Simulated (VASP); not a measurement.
# CaO (Fm-3m) in VASP: settings compared

The runs below take CaO through single point, with r2SCAN, HSE06.

Program: VASP 6.6.1. These are calculated values, not measurements. Logs are shortened: lines on timing, memory, paths and dates and some standing lists are left out, and cuts for length are marked.

## 1. The cell of the first run

Symmetry: Fm-3m, No. 225, cubic system. Conventional cell: a = 4.795 Å, b = 4.795 Å, c = 4.795 Å, α = 90.00°, β = 90.00°, γ = 90.00°. Ca (site symmetry m-3m) has 6 O at 2.40 Å within 3.2 Å. O (site symmetry m-3m) has 6 Ca at 2.40 Å within 3.2 Å.

## 2. Single point, r2SCAN

The input, POSCAR:

```
CaO
1.0
    0.0000000000      2.3975501188      2.3975501188
    2.3975501188      0.0000000000      2.3975501188
    2.3975501188      2.3975501188      0.0000000000
Ca O
1 1
Direct
    0.0000000000      0.0000000000      0.0000000000
    0.5000000000      0.5000000000      0.5000000000
```

The input, INCAR.step1:

```
SYSTEM = CaO
ALGO = Normal ; EDIFF = 1E-4
ENCUT = 520 ; GGA = PE
ISMEAR = 0 ; LASPH = .True.
LCHARG = .False. ; LREAL = .False.
LWAVE = .True. ; NBANDS = 15
NELM = 60 ; PREC = Accurate
SIGMA = 0.01
```

The input, INCAR.step2:

```
SYSTEM = CaO
ALGO = Normal ; EDIFF = 1E-6
ENCUT = 520 ; ISIF = 2
ISMEAR = 0 ; ISTART = 1
LASPH = .True. ; LCHARG = .False.
LMIXTAU = .True. ; LREAL = .False.
LWAVE = .False. ; METAGGA = R2SCAN
NBANDS = 15 ; NELM = 60
PREC = Accurate ; SIGMA = 0.01
```

The input, KPOINTS:

```
k-points
0
Gamma
  8 8 8
  0 0 0
```

Potentials or basis: VASP PAW PBE potentials, release 64 (Ca_sv, O).

Command:

```console
$ cat potpaw_PBE.64/Ca_sv/POTCAR potpaw_PBE.64/O/POTCAR > POTCAR
$ cp INCAR.step1 INCAR
$ mpirun -np 1 vasp_std > vasp.out
$ cp INCAR.step2 INCAR
$ mpirun -np 1 vasp_std > vasp.out
```

OUTCAR:

```text
SYSTEM = CaO
   EDIFF = 1E-6
   ENCUT = 520
   ISIF = 2
   ISMEAR = 0
   ISTART = 1
   LASPH = .True.
   LREAL = .False.
   METAGGA = R2SCAN
   NELM = 60
   PREC = Accurate

 ion  position               nearest neighbor table
   1  0.000  0.000  0.000-   2 2.40   2 2.40   2 2.40   2 2.40   2 2.40   2 2.40
   2  0.500  0.500  0.500-   1 2.40   1 2.40   1 2.40   1 2.40   1 2.40   1 2.40

  LATTYP: Found a face centered cubic cell.
 ALAT       =     4.7951002376

  Lattice vectors:

 A1 = (   0.0000000000,   2.3975501188,   2.3975501188)
 A2 = (   2.3975501188,   0.0000000000,   2.3975501188)
 A3 = (   2.3975501188,   2.3975501188,   0.0000000000)

Analysis of symmetry for initial positions (statically):
=====================================================================
 Subroutine PRICEL returns:
 Original cell was already a primitive cell.

 Routine SETGRP: Setting up the symmetry group for a
 face centered cubic supercell.

 Subroutine GETGRP returns: Found 48 space group operations
 (whereof 48 operations were pure point group operations)
 out of a pool of 48 trial point group operations.

The static configuration has the point symmetry O_h .

Analysis of symmetry for dynamics (positions and initial velocities):
=====================================================================
 Subroutine PRICEL returns:
 Original cell was already a primitive cell.

 Routine SETGRP: Setting up the symmetry group for a
 face centered cubic supercell.

 Subroutine GETGRP returns: Found 48 space group operations
 (whereof 48 operations were pure point group operations)
 out of a pool of 48 trial point group operations.

The dynamic configuration has the point symmetry O_h .

 Subroutine INISYM returns: Found 48 space group operations
 (whereof 48 operations are pure point group operations),
 and found     1 'primitive' translations

----------------------------------------------------------------------------------------

                                     Primitive cell

  volume of cell :      27.5634

  direct lattice vectors                    reciprocal lattice vectors
     0.000000000  2.397550119  2.397550119    -0.208546214  0.208546214  0.208546214
     2.397550119  0.000000000  2.397550119     0.208546214 -0.208546214  0.208546214
     2.397550119  2.397550119  0.000000000     0.208546214  0.208546214 -0.208546214

  length of vectors
     3.390647894  3.390647894  3.390647894     0.361212638  0.361212638  0.361212638

  position of ions in fractional coordinates (direct lattice)
     0.000000000  0.000000000  0.000000000
     0.500000000  0.500000000  0.500000000

  ion indices of the primitive-cell ions
   primitive index   ion index
                 1           1
                 2           2

----------------------------------------------------------------------------------------

 KPOINTS: k-points

Automatic generation of k-mesh.
 Grid dimensions read from file:
 generate k-points for:    8    8    8

 Generating k-lattice:

  Cartesian coordinates                     Fractional coordinates (reciprocal lattice)
    -0.026068277  0.026068277  0.026068277     0.125000000  0.000000000  0.000000000
     0.026068277 -0.026068277  0.026068277     0.000000000  0.125000000  0.000000000
     0.026068277  0.026068277 -0.026068277     0.000000000  0.000000000  0.125000000

  Length of vectors
     0.045151580  0.045151580  0.045151580

  Shift w.r.t. Gamma in fractional coordinates (k-lattice)
     0.000000000  0.000000000  0.000000000

 Subroutine IBZKPT returns following result:
 ===========================================

 Found     29 irreducible k-points:

 Following reciprocal coordinates:
            Coordinates               Weight
  0.000000  0.000000  0.000000      1.000000
  0.125000  0.000000  0.000000      8.000000
  0.250000  0.000000  0.000000      8.000000
  0.375000  0.000000  0.000000      8.000000
  0.500000  0.000000  0.000000      4.000000
  0.125000  0.125000  0.000000      6.000000
[... 16 lines left out ...]
  0.500000  0.250000  0.125000     48.000000
 -0.375000  0.250000  0.125000     24.000000
 [... further k-points ...]
   k-points           NKPTS =     29   k-points in BZ     NKDIM =     29   number of bands    NBANDS=     15
   number of dos      NEDOS =    301   number of ions     NIONS =      2
   total plane-waves  NPLWV =  21952
   dimension x,y,z NGX =    28 NGY =   28 NGZ =   28
   dimension x,y,z NGXF=    56 NGYF=   56 NGZF=   56
   ions per type =               1   1
   NGX,Y,Z   is equivalent  to a cutoff of  13.73, 13.73, 13.73 a.u.
   NGXF,Y,Z  is equivalent  to a cutoff of  27.46, 27.46, 27.46 a.u.
 SYSTEM =  CaO
   PREC   = accura    normal or accurate (medium, high low for compatibility)
   ISTART =      1    job   : 0-new  1-cont  2-samecut
   ICHARG =      0    charge: 1-file 2-atom 10-const
   ISPIN  =      1    spin polarized calculation?
   LNONCOLLINEAR =      F non collinear calculations
   LSORBIT =      F    spin-orbit coupling
   LASPH  =      T    aspherical Exc in radial PAW
   ENCUT  =  520.0 eV  38.22 Ry    6.18 a.u.   6.30  6.30  6.30*2*pi/ulx,y,z
   NELM   =     60;   NELMIN=  2; NELMDL=  0     # of ELM steps
   EDIFF  = 0.1E-05   stopping-criterion for ELM
   LREAL  =      F    real-space projection
   EDIFFG = 0.1E-04   stopping-criterion for IOM
   NSW    =      0    number of steps for IOM
   IBRION =     -1    ionic relax: 0-MD 1-quasi-New 2-CG
   NFREE  =      0    steps in history (QN), initial steepest desc. (CG)
   ISIF   =      2    stress and relaxation
   ISYM   =      2    0-nonsym 1-usesym 2-fastsym
   POTIM  = 0.5000    time-step for ionic-motion
   TEBEG  =    0.0;   TEEND  =   0.0 temperature during run
   PSTRESS=    0.0 pullay stress
   NELECT =      16.0000    total number of electrons
   NUPDOWN=      -1.0000    fix difference up-down
   EMIN   =  10.00;   EMAX   =-10.00  energy-range for DOS
   EFERMI =   0.00;   METHOD = LEGACY
   ISMEAR =     0;   SIGMA  =   0.01  broadening in eV -4-tet -1-fermi 0-gaus
   EFERMI_NEDOS =   21; number of points for ismear=-14 and -15
   IALGO  =     38    algorithm
   IMIX   =      4    mixing-type and parameters
     AMIX     =   0.40;   BMIX     =  1.00
     AMIX_MAG =   1.60;   BMIX_MAG =  1.00
  volume/ion in A,a.u.               =      13.78        93.00
  Fermi-wavevector in a.u.,A,eV,Ry     =   1.365643  2.580691 25.374598  1.864980
  Thomas-Fermi vector in A             =   2.491853
   LORBIT       =      0    0 simple, 1 ext, 2 COOP (PROOUT), +10 PAW based schemes
   METAGGA = R2SCAN    functional components
   LHFCALC =     F    Hartree Fock is set to
   AEXX    =    0.0000 exact exchange contribution
   IVDW    =     0    specifies the selected vdW correction
   LEPSILON=     F    determine dielectric tensor
   LRPA    =     F    only Hartree local field effects (RPA)
 non-spin polarized calculation
 Gauss-broadening in eV      SIGMA  =   0.01
  energy-cutoff  :      520.00
  volume of cell :       27.56
 maximum number of plane-waves:       754
 NGX is ok and might be reduce to    28
   NGX = 13   NGY = 13   NGZ = 13

 number of electron      15.9999997 magnetization

 Free energy of the ion-electron system (eV)
  ---------------------------------------------------
  ext. energy  EPLUGINS =         0.00000000
  ---------------------------------------------------
  free energy    TOTEN  =       -19.45304764 eV

  energy without entropy =      -19.45304764  energy(sigma->0) =      -19.45304764

 E-fermi :   2.2207     XC(G=0): -11.1120

 val. band max:        2.0547718461   @ k =   0.0000   0.0000   0.0000
 cond. band min:       6.2418387020   @ k =   0.5000   0.5000   0.0000
 fundamental gap:      4.1870668558
 Fermi energy:         2.2207327429

 k-point     1 :       0.0000    0.0000    0.0000
  band No.  band energies     occupation
      1     -36.9712      2.00000
      2     -16.8580      2.00000
      3     -16.8580      2.00000
      4     -16.8579      2.00000
      5     -14.4323      2.00000
      6       2.0548      2.00000
      7       2.0548      2.00000
      8       2.0548      2.00000
      9       7.5434      0.00000
     10       8.9256      0.00000
     11       8.9256      0.00000
     12       8.9256      0.00000
     13      10.5337      0.00000
     14      10.5337      0.00000
     15      17.8743      0.00000

 k-point     2 :       0.1250    0.0000    0.0000
  band No.  band energies     occupation
      1     -36.9560      2.00000
      2     -17.1073      2.00000
      3     -16.8656      2.00000
      4     -16.8656      2.00000
      5     -14.1742      2.00000
      6       1.5385      2.00000
      7       1.8448      2.00000
      8       1.8448      2.00000
      9       8.2245      0.00000
     10       8.8816      0.00000
     11       9.1989      0.00000
     12       9.1989      0.00000
     13      10.9110      0.00000
     14      10.9110      0.00000
     15      18.4826      0.00000

 k-point     3 :       0.2500    0.0000    0.0000
  band No.  band energies     occupation
      1     -36.9190      2.00000
      2     -17.5806      2.00000
      3     -16.8839      2.00000
      4     -16.8839      2.00000
      5     -13.6778      2.00000
      6       0.5454      2.00000
      7       1.3916      2.00000
      8       1.3917      2.00000
      9       8.9564      0.00000
     10       9.7041      0.00000
     11       9.9175      0.00000
     12       9.9175      0.00000
     13      11.8235      0.00000
     14      11.8235      0.00000
     15      18.8858      0.00000
[... 343 lines left out ...]
 k-point    23 :       0.5000    0.2500    0.1250
  band No.  band energies     occupation
      1     -36.8627      2.00000
      2     -17.7788      2.00000
      3     -17.0843      2.00000
      4     -16.9580      2.00000
      5     -13.4896      2.00000
      6       0.0671      2.00000
      7       0.9796      2.00000
      8       1.2203      2.00000
      9       8.5544      0.00000
     10      10.2763      0.00000
     11      11.2480      0.00000
     12      11.3951      0.00000
     13      12.7908      0.00000
     14      14.0464      0.00000
     15      17.9212      0.00000

 k-point    24 :      -0.3750    0.2500    0.1250
  band No.  band energies     occupation
      1     -36.8504      2.00000
      2     -17.8439      2.00000
      3     -17.0986      2.00000
      4     -16.9847      2.00000
      5     -13.4325      2.00000
      6       0.0189      2.00000
      7       0.9297      2.00000
      8       0.9925      2.00000
      9       9.4642      0.00000
     10       9.5530      0.00000
     11      11.5492      0.00000
     12      11.7814      0.00000
     13      13.0885      0.00000
     14      14.8586      0.00000
     15      17.0270      0.00000

 [... further k-points ...]
[... 5 lines left out ...]
  --------------------------------------------------------------------------------------
  -------------------------------------------------------------------------------------
  Total        0.1780419      0.1780419      0.1780419     -0.0000000      0.0000000     -0.0000000
  in kB       10.3490338     10.3490338     10.3490338     -0.0000000      0.0000000     -0.0000000
  external PRESSURE =      10.3490338 kB  Pullay stress =       0.0000000 kB

 VOLUME and BASIS-vectors are now :
 -----------------------------------------------------------------------------
  energy-cutoff  :      520.00
  volume of cell :       27.56
      direct lattice vectors                 reciprocal lattice vectors
     0.000000000  2.397550119  2.397550119    -0.208546214  0.208546214  0.208546214
     2.397550119  0.000000000  2.397550119     0.208546214 -0.208546214  0.208546214
     2.397550119  2.397550119  0.000000000     0.208546214  0.208546214 -0.208546214

 POSITION                                       TOTAL-FORCE (eV/Angst)
 -----------------------------------------------------------------------------------
      0.00000      0.00000      0.00000         0.000000     -0.000000     -0.000000
      2.39755      2.39755      2.39755        -0.000000      0.000000      0.000000
 -----------------------------------------------------------------------------------
    total drift:                                0.000000      0.000000      0.000000

  FREE ENERGIE OF THE ION-ELECTRON SYSTEM (eV)
  ---------------------------------------------------
  free  energy   TOTEN  =       -19.4530476389 eV

  energy  without entropy=      -19.4530476389  energy(sigma->0) =      -19.45304764
```

It took 39 s on 1 thread of AMD EPYC 9R45 (Zen 5), shared host; peak memory 0.13 GiB.

What came out:

```yaml
Free_energy: -19.4530 eV
Pressure: 1.0 GPa
Band_gap_on_the_k_mesh: 4.19 eV (least direct gap 4.56 eV)
```

Caveat: the PAW data sets were made with another functional, which shifts forces and pressure a little. A k mesh can miss the band edges.

(Continued in part 2 of 2.)
